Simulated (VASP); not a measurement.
Fe: single point with PBE

Fe:

```
Fe
1.0
    -1.42952    1.42952    1.42952
     1.42952   -1.42952    1.42952
     1.42952    1.42952   -1.42952
Fe
1
Direct
  0.00000 0.00000 0.00000
```

* Program: VASP 6.6.1
* Task: single point
* Functional: PBE
* Potentials or basis: VASP PAW PBE potentials, release 64 (Fe)
* Cutoff: 520 eV
* k mesh: 16 × 16 × 16
* Occupations: fermi-dirac, width 0.0612256 eV
* Spin: collinear spin, ferromagnetic start
* Starting moments: [2.5] μB
* Dipole correction: no
* Further INCAR settings: ALGO = Normal; EDIFF = 1e-06; NBANDS = 14

The pressure is -4.6 GPa. The net moment is 2.25 μB per cell and the site moments are Fe +2.25 μB. The valence electrons inside the program's atomic spheres are Fe 7.21.

Levels at points of the mesh, in eV from the Fermi level:
Spin up:
```tsv
k point	band 2	band 3	band 4	band 5	band 6	band 7	band 8	band 9
(0.00, 0.00, 0.00)	-2.25	-2.25	-2.25	-1.08	-1.08	24.76	24.76	24.76
(0.50, 0.00, 0.00)	-3.28	-1.02	-0.91	0.32	0.54	7.11	18.14	19.79
(0.50, 0.50, 0.50)	-4.67	0.07	0.07	0.07	9.75	9.75	9.75	15.37
```
Spin down:
```csv
k point,band 1,band 2,band 3,band 4,band 5,band 6,band 7,band 8
"(0.00, 0.00, 0.00)",-8.09,-0.27,-0.27,-0.27,1.71,1.71,24.49,24.49
"(0.50, 0.00, 0.00)",-3.45,-1.51,0.64,1.57,1.95,2.62,8.51,18.18
"(0.50, 0.50, 0.50)",-2.82,-2.82,2.33,2.33,2.33,10.02,10.02,10.02
```

Wall time 28 s on 1 thread of Intel(R) Xeon(R) Platinum 8488C (Sapphire Rapids), on a shared host, peak memory 0.15 GiB.
